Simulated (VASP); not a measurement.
# C (Fd-3m) in VASP: further runs

C is run at these levels: PBE, r2SCAN; tasks: single point.

Everything below comes from runs of VASP 6.6.1. Logs are shortened: lines on timing, memory, paths and dates and some standing lists are left out, and cuts for length are marked.

## Step 1: The cell of the first run

The structure is cubic, space group Fd-3m (No. 227). The conventional cell has a = 3.453 Å, b = 3.453 Å, c = 3.453 Å, α = 90.00°, β = 90.00°, γ = 90.00°. Within 2.0 Å of C (site symmetry -43m) lie 4 C at 1.50 Å.

## Step 2: Single point, PBE (strain -3.0%)

Input file INCAR:

```
SYSTEM = C
PREC = Accurate
ENCUT = 520
EDIFF = 1E-6
ISMEAR = -1
SIGMA = 0.02
LREAL = .False.
LASPH = .True.
NELM = 60
ALGO = Normal
ISIF = 2
LWAVE = .False.
LCHARG = .False.
GGA = PE
NBANDS = 11
```

Input file KPOINTS:

```
regular mesh
0
Gamma
  12 12 12
  0 0 0
```

Input file POSCAR:

```
C
1.0
    0.0000000000      1.7267204183      1.7267204183
    1.7267204183      0.0000000000      1.7267204183
    1.7267204183      1.7267204183      0.0000000000
C
2
Direct
    0.0000000000      0.0000000000      0.0000000000
    0.2500000000      0.2500000000      0.2500000000
```

Potentials or basis: VASP PAW PBE potentials, release 64 (C).

Launch:

```
$ cat potpaw_PBE.64/C/POTCAR > POTCAR
$ mpirun -np 1 vasp_std > vasp.out
```

OUTCAR:

```text
SYSTEM = C
   PREC = Accurate
   ENCUT = 520
   EDIFF = 1E-6
   ISMEAR = -1
   LREAL = .False.
   LASPH = .True.
   NELM = 60
   ISIF = 2
   GGA = PE

 ion  position               nearest neighbor table
   1  0.000  0.000  0.000-   2 1.50   2 1.50   2 1.50   2 1.50
   2  0.250  0.250  0.250-   1 1.50   1 1.50   1 1.50   1 1.50

  LATTYP: Found a face centered cubic cell.
 ALAT       =     3.4534408366

  Lattice vectors:

 A1 = (   0.0000000000,   1.7267204183,   1.7267204183)
 A2 = (   1.7267204183,   0.0000000000,   1.7267204183)
 A3 = (   1.7267204183,   1.7267204183,   0.0000000000)

Analysis of symmetry for initial positions (statically):
=====================================================================
 Subroutine PRICEL returns:
 Original cell was already a primitive cell.

 Routine SETGRP: Setting up the symmetry group for a
 face centered cubic supercell.

 Subroutine GETGRP returns: Found 48 space group operations
 (whereof 24 operations were pure point group operations)
 out of a pool of 48 trial point group operations.

The static configuration has the point symmetry T_d .
 The point group associated with its full space group is O_h .

Analysis of symmetry for dynamics (positions and initial velocities):
=====================================================================
 Subroutine PRICEL returns:
 Original cell was already a primitive cell.

 Routine SETGRP: Setting up the symmetry group for a
 face centered cubic supercell.

 Subroutine GETGRP returns: Found 48 space group operations
 (whereof 24 operations were pure point group operations)
 out of a pool of 48 trial point group operations.

The dynamic configuration has the point symmetry T_d .
 The point group associated with its full space group is O_h .

 Subroutine INISYM returns: Found 48 space group operations
 (whereof 24 operations are pure point group operations),
 and found     1 'primitive' translations

----------------------------------------------------------------------------------------

                                     Primitive cell

  volume of cell :      10.2967

  direct lattice vectors                    reciprocal lattice vectors
     0.000000000  1.726720418  1.726720418    -0.289566275  0.289566275  0.289566275
     1.726720418  0.000000000  1.726720418     0.289566275 -0.289566275  0.289566275
     1.726720418  1.726720418  0.000000000     0.289566275  0.289566275 -0.289566275

  length of vectors
     2.441951434  2.441951434  2.441951434     0.501543501  0.501543501  0.501543501

[... 87 lines left out ...]
   ISYM   =      2    0-nonsym 1-usesym 2-fastsym
   POTIM  = 0.5000    time-step for ionic-motion
   TEBEG  =    0.0;   TEEND  =   0.0 temperature during run
   PSTRESS=    0.0 pullay stress
   NELECT =       8.0000    total number of electrons
   NUPDOWN=      -1.0000    fix difference up-down
   EMIN   =  10.00;   EMAX   =-10.00  energy-range for DOS
   EFERMI =   0.00;   METHOD = LEGACY
   ISMEAR =    -1;   SIGMA  =   0.02  broadening in eV -4-tet -1-fermi 0-gaus
   EFERMI_NEDOS =   21; number of points for ismear=-14 and -15
   IALGO  =     38    algorithm
   IMIX   =      4    mixing-type and parameters
     AMIX     =   0.40;   BMIX     =  1.00
     AMIX_MAG =   1.60;   BMIX_MAG =  1.00
  volume/ion in A,a.u.               =       5.15        34.74
  Fermi-wavevector in a.u.,A,eV,Ry     =   1.505010  2.844057 30.817958  2.265056
  Thomas-Fermi vector in A             =   2.615915
   LORBIT       =      0    0 simple, 1 ext, 2 COOP (PROOUT), +10 PAW based schemes
   GGA     = PE    functional components
   LHFCALC =     F    Hartree Fock is set to
   AEXX    =    0.0000 exact exchange contribution
   IVDW    =     0    specifies the selected vdW correction
   LEPSILON=     F    determine dielectric tensor
   LRPA    =     F    only Hartree local field effects (RPA)
 non-spin polarized calculation
  energy-cutoff  :      520.00
  volume of cell :       10.30
 maximum number of plane-waves:       291
   NGX =  9   NGY =  9   NGZ =  9

 number of electron       7.9999998 magnetization

 Free energy of the ion-electron system (eV)
  ---------------------------------------------------
  ext. energy  EPLUGINS =         0.00000000
  ---------------------------------------------------
  free energy    TOTEN  =       -18.01233464 eV

  energy without entropy =      -18.01233464  energy(sigma->0) =      -18.01233464

 E-fermi :  11.5805     XC(G=0): -13.7427

 val. band max:       11.1826416798   @ k =   0.0000   0.0000   0.0000
 cond. band min:      15.5621142308   @ k =   0.3333   0.3333   0.0000
 fundamental gap:      4.3794725510
 Fermi energy:        11.5805196393

 k-point     1 :       0.0000    0.0000    0.0000
  band No.  band energies     occupation
      1     -11.6413      2.00000
      2      11.1826      2.00000
      3      11.1826      2.00000
      4      11.1826      2.00000
      5      17.0404      0.00000
      6      17.0404      0.00000
      7      17.0404      0.00000
      8      26.8038      0.00000
      9      31.7682      0.00000
     10      38.8104      0.00000
     11      38.8104      0.00000
[... 309 lines left out ...]
 k-point    24 :      -0.4167    0.1667    0.0000
  band No.  band energies     occupation
      1      -4.8987      2.00000
      2      -2.3411      2.00000
      3       5.2893      2.00000
      4       7.2480      2.00000
      5      19.1072      0.00000
      6      22.0454      0.00000
      7      23.6952      0.00000
      8      27.8073      0.00000
      9      31.7993      0.00000
     10      36.4842      0.00000
     11      37.6874      0.00000

 [... further k-points ...]

------------------------ aborting loop because EDIFF is reached ----------------------------------------

  FORCE on cell =-STRESS in cart. coord.  units (eV):
  Direction    XX          YY          ZZ          XY          YZ          ZX
  --------------------------------------------------------------------------------------
  -------------------------------------------------------------------------------------
  Total        3.4488394      3.4488394      3.4488394     -0.0000000      0.0000000     -0.0000000
  in kB      536.6454921    536.6454921    536.6454921     -0.0000000      0.0000000     -0.0000000
  external PRESSURE =     536.6454921 kB  Pullay stress =       0.0000000 kB

 VOLUME and BASIS-vectors are now :
 -----------------------------------------------------------------------------
  energy-cutoff  :      520.00
  volume of cell :       10.30
      direct lattice vectors                 reciprocal lattice vectors
     0.000000000  1.726720418  1.726720418    -0.289566275  0.289566275  0.289566275
     1.726720418  0.000000000  1.726720418     0.289566275 -0.289566275  0.289566275
     1.726720418  1.726720418  0.000000000     0.289566275  0.289566275 -0.289566275

 POSITION                                       TOTAL-FORCE (eV/Angst)
 -----------------------------------------------------------------------------------
      0.00000      0.00000      0.00000        -0.000000     -0.000000      0.000000
      0.86336      0.86336      0.86336         0.000000      0.000000     -0.000000
 -----------------------------------------------------------------------------------
    total drift:                               -0.000000     -0.000000     -0.000000

  FREE ENERGIE OF THE ION-ELECTRON SYSTEM (eV)
  ---------------------------------------------------
  free  energy   TOTEN  =       -18.0123346436 eV

  energy  without entropy=      -18.0123346436  energy(sigma->0) =      -18.01233464
```

OSZICAR:

```text
N       E                     dE             d eps       ncg     rms          rms(c)
DAV:   1     0.101758673737E+01    0.10176E+01   -0.48783E+03  1608   0.731E+02
DAV:   2    -0.185089918690E+02   -0.19527E+02   -0.18610E+02  2057   0.127E+02
DAV:   3    -0.188545749500E+02   -0.34558E+00   -0.34498E+00  1874   0.129E+01
DAV:   4    -0.188550659395E+02   -0.49099E-03   -0.49098E-03  1679   0.602E-01
DAV:   5    -0.188550664192E+02   -0.47969E-06   -0.47967E-06  1832   0.179E-02    0.629E+00
DAV:   6    -0.182225334889E+02    0.63253E+00   -0.33057E-01  1611   0.413E+00    0.377E+00
DAV:   7    -0.180101935556E+02    0.21234E+00   -0.39367E-01  1715   0.456E+00    0.924E-01
DAV:   8    -0.180122837582E+02   -0.20902E-02   -0.10406E-02  1686   0.785E-01    0.475E-02
DAV:   9    -0.180123141203E+02   -0.30362E-04   -0.64322E-05  1869   0.645E-02    0.265E-02
DAV:  10    -0.180123345133E+02   -0.20393E-04   -0.13843E-05  1710   0.340E-02    0.536E-03
DAV:  11    -0.180123346436E+02   -0.13029E-06   -0.23486E-07  1389   0.461E-03
   1 F= -.18012335E+02 E0= -.18012335E+02  d E =-.332532E-11
```

stdout:

```text
POSCAR found type information on POSCAR C
 POSCAR found :  1 types and       2 ions
 scaLAPACK will be used
 LDA part: xc-table for (Slater+PW92), standard interpolation
 POSCAR, INCAR and KPOINTS ok, starting setup
 FFT: planning ... GRIDC
 FFT: planning ... GRID_SOFT
 FFT: planning ... GRID
 WAVECAR not read
 entering main loop
```

Run time: 14 s. Hardware: 1 thread of AMD EPYC 7R13, shared host; peak memory 0.09 GiB.

Results:

```
Free energy            : -18.0123 eV
Pressure               : 53.7 GPa
Band gap on the k mesh : 4.38 eV, indirect (least direct gap 5.86 eV)
```

Levels at points of the mesh, in eV from the valence-band top:
| k point | band 1 | band 2 | band 3 | band 4 | band 5 | band 6 | band 7 | band 8 |
| --- | --- | --- | --- | --- | --- | --- | --- | --- |
| (0.00, 0.00, 0.00) | -22.82 | 0.00 | 0.00 | 0.00 | 5.86 | 5.86 | 5.86 | 15.62 |
| (0.50, 0.00, 0.00) | -16.47 | -14.49 | -3.06 | -3.06 | 8.86 | 8.86 | 10.20 | 16.57 |
| (0.50, 0.50, 0.00) | -13.48 | -13.48 | -6.91 | -6.91 | 4.96 | 4.96 | 18.34 | 18.34 |

Caveat: the cell differs from its parent crystal (strain -3.0%). A k mesh can miss the band edges.

## Step 3: Single point, PBE (strain -2.0%)

Input file INCAR:

```
SYSTEM = C
  ALGO = Normal
  EDIFF = 1E-6
  ENCUT = 520
  GGA = PE
  ISIF = 2
  ISMEAR = -1
  LASPH = .TRUE.
  LCHARG = .FALSE.
  LREAL = .FALSE.
  LWAVE = .FALSE.
  NBANDS = 11
  NELM = 60
  PREC = Accurate
  SIGMA = 0.02
```

Input file KPOINTS:

```
k-points
0
G
  12 12 12
  0 0 0
```

Input file POSCAR:

```
C
1.0
    0.0000000000      1.7445216597      1.7445216597
    1.7445216597      0.0000000000      1.7445216597
    1.7445216597      1.7445216597      0.0000000000
C
2
Direct
    0.0000000000      0.0000000000      0.0000000000
    0.2500000000      0.2500000000      0.2500000000
```

Potentials or basis: VASP PAW PBE potentials, release 64 (C).

Launch:

```
$ cat potpaw_PBE.64/C/POTCAR > POTCAR
$ mpirun -np 1 vasp_std > vasp.out
```

It took 14 s on 1 thread of AMD EPYC 7R13, shared host; peak memory 0.08 GiB.

The run converged. Its results:

```yaml
Free_energy: -18.1020 eV
Pressure: 35.5 GPa
Band_gap_on_the_k_mesh: 4.31 eV, indirect (least direct gap 5.77 eV)
```

Levels at points of the mesh, in eV from the valence-band top:
```tsv
k point	band 1	band 2	band 3	band 4	band 5	band 6	band 7	band 8	band 9
(0.00, 0.00, 0.00)	-22.39	0.00	0.00	0.00	5.77	5.77	5.77	14.88	20.16
(0.50, 0.00, 0.00)	-16.22	-14.13	-2.97	-2.97	8.74	8.74	9.76	16.30	22.88
(0.50, 0.50, 0.00)	-13.25	-13.25	-6.71	-6.71	4.89	4.89	17.84	17.84	24.51
```

Caveat: the cell differs from its parent crystal (strain -2.0%). A k mesh can miss the band edges.

## Step 4: Single point, r2SCAN (strain +1.0%)

Input file POSCAR:

```
C
1.0
    0.0000000000      1.7979253840      1.7979253840
    1.7979253840      0.0000000000      1.7979253840
    1.7979253840      1.7979253840      0.0000000000
C
2
Direct
    0.0000000000      0.0000000000      0.0000000000
    0.2500000000      0.2500000000      0.2500000000
```

Input file INCAR.step1:

```
PREC = Accurate ; ENCUT = 910
ISMEAR = 0 ; SIGMA = 0.01
LREAL = False ; LASPH = True
NELM = 120 ; NBANDS = 11
GGA = PE ; ALGO = Normal
EDIFF = 1E-5 ; LWAVE = True
LCHARG = False ; GGA_COMPAT = False
```

Input file INCAR.step2:

```
PREC = Accurate ; ENCUT = 910
EDIFF = 1E-6 ; ISMEAR = 0
SIGMA = 0.01 ; LREAL = False
LASPH = True ; NELM = 120
ALGO = Normal ; ISIF = 2
LWAVE = False ; LCHARG = True
METAGGA = R2SCAN ; LMIXTAU = True
LELF = True ; LVHAR = True
NBANDS = 11 ; ISTART = 1
GGA_COMPAT = False
```

Input file KPOINTS:

```
regular mesh
0
Gamma
  12 12 12
```

Potentials or basis: VASP PAW PBE potentials, release 64 (C_h).

Launch:

```
$ cat potpaw_PBE.64/C_h/POTCAR > POTCAR
$ cp INCAR.step1 INCAR
$ mpirun -np 1 vasp_std > vasp.out
$ cp INCAR.step2 INCAR
$ mpirun -np 1 vasp_std > vasp.out
```

It took 76 s on 1 thread of Intel Xeon Platinum 8259CL at 2.50GHz (Skylake/Cascade Lake), shared host; peak memory 0.16 GiB.

It converged, with:

```yaml
Free_energy: -19.7049 eV
Pressure: -13.5 GPa
Band_gap_on_the_k_mesh: 4.32 eV, indirect (least direct gap 5.81 eV)
```

Levels at points of the mesh, in eV from the valence-band top:
```csv
k point,band 1,band 2,band 3,band 4,band 5,band 6,band 7,band 8,band 9
"(0.00, 0.00, 0.00)",-22.34,0.00,0.00,0.00,5.81,5.81,5.81,13.27,20.07
"(0.50, 0.00, 0.00)",-16.53,-13.75,-2.90,-2.90,8.81,8.81,8.81,16.49,22.83
"(0.50, 0.50, 0.00)",-13.39,-13.39,-6.49,-6.49,4.97,4.97,17.53,17.53,24.15
```

Caveat: the cell differs from its parent crystal (strain +1.0%); the cutoff is under 1.25 times the usual one of these potentials, so pressure, stress and relaxed cells hold a basis-set (Pulay) error; the PAW data sets were made with another functional, which shifts forces and pressure a little. A k mesh can miss the band edges.

## Step 5: Single point, r2SCAN

This run uses another cell than the first one, of 5.64 Å³/atom, 1.096 times its volume.

Input file POSCAR:

```
C
1.0
    0.0000000000      1.7801241425      1.7801241425
    1.7801241425      0.0000000000      1.7801241425
    1.7801241425      1.7801241425      0.0000000000
C
2
Direct
    0.0000000000      0.0000000000      0.0000000000
    0.2500000000      0.2500000000      0.2500000000
```

Input file INCAR.step1:

```
SYSTEM = C
  PREC = Accurate
  ENCUT = 910
  ISMEAR = 0
  SIGMA = 0.01
  LREAL = .FALSE.
  LASPH = .TRUE.
  NELM = 120
  NBANDS = 11
  GGA = PE
  ALGO = Normal
  EDIFF = 1E-5
  LWAVE = .TRUE.
  LCHARG = .FALSE.
  GGA_COMPAT = .FALSE.
```

Input file INCAR.step2:

```
SYSTEM = C
  PREC = Accurate
  ENCUT = 910
  EDIFF = 1E-6
  ISMEAR = 0
  SIGMA = 0.01
  LREAL = .FALSE.
  LASPH = .TRUE.
  NELM = 120
  ALGO = Normal
  ISIF = 2
  LWAVE = .FALSE.
  LCHARG = .FALSE.
  METAGGA = R2SCAN
  LMIXTAU = .TRUE.
  NBANDS = 11
  ISTART = 1
  GGA_COMPAT = .FALSE.
```

Input file KPOINTS:

```
Automatic mesh
0
G
  12 12 12
  0 0 0
```

Launch:

```
$ cat potpaw_PBE.64/C_h/POTCAR > POTCAR
$ cp INCAR.step1 INCAR
$ mpirun -np 1 vasp_std > vasp.out
$ cp INCAR.step2 INCAR
$ mpirun -np 1 vasp_std > vasp.out
```

It took 55 s on 1 thread of Intel Xeon Platinum 8559C (Emerald Rapids), shared host; peak memory 0.15 GiB.

Results (log left out):

```
Free energy            : -19.7195 eV
Pressure               : -0.8 GPa
Band gap on the k mesh : 4.39 eV, indirect (least direct gap 5.89 eV)
```

Levels at points of the mesh, in eV from the valence-band top:
| k point | band 1 | band 2 | band 3 | band 4 | band 5 | band 6 | band 7 | band 8 | band 9 |
| --- | --- | --- | --- | --- | --- | --- | --- | --- | --- |
| (0.00, 0.00, 0.00) | -22.74 | 0.00 | 0.00 | 0.00 | 5.89 | 5.89 | 5.89 | 13.98 | 20.48 |
| (0.50, 0.00, 0.00) | -16.77 | -14.08 | -2.98 | -2.98 | 8.94 | 8.94 | 9.23 | 16.78 | 23.29 |
| (0.50, 0.50, 0.00) | -13.61 | -13.61 | -6.68 | -6.68 | 5.04 | 5.04 | 18.00 | 18.00 | 24.73 |

Caveat: the cutoff is under 1.25 times the usual one of these potentials, so pressure, stress and relaxed cells hold a basis-set (Pulay) error; the PAW data sets were made with another functional, which shifts forces and pressure a little. r2SCAN opens gaps a little over a GGA but as a rule still falls short of measured ones.

## Step 6: The runs side by side

```csv
level,potentials or basis,cell,cutoff (eV),smearing,second run,gap on the mesh (eV),pressure (GPa)
PBE,"VASP PAW PBE potentials, release 64 (C)","a = 2.442 Å, angles 60.0°, 2 atoms",520,fermi-dirac 0.02 eV,-,4.38,53.7
PBE,"VASP PAW PBE potentials, release 64 (C)","a = 2.467 Å, angles 60.0°, 2 atoms",520,fermi-dirac 0.02 eV,-,4.31,35.5
r2SCAN,"VASP PAW PBE potentials, release 64 (C_h)","a = 2.543 Å, angles 60.0°, 2 atoms",910,gaussian 0.01 eV,hard_potentials,4.32,-13.5
r2SCAN,"VASP PAW PBE potentials, release 64 (C_h)","a = 2.517 Å, angles 60.0°, 2 atoms",910,gaussian 0.01 eV,hard_potentials,4.39,-0.8
```

Alike in all rows: task single point; no spin polarisation; k mesh 12 × 12 × 12.

Caveats: the cutoff is under 1.25 times the usual one of these potentials, so pressure, stress and relaxed cells hold a basis-set (Pulay) error (some runs); the PAW data sets were made with another functional, which shifts forces and pressure a little (some runs).

Total energies depend on the potentials used, so only differences within one code and one set of settings carry meaning.
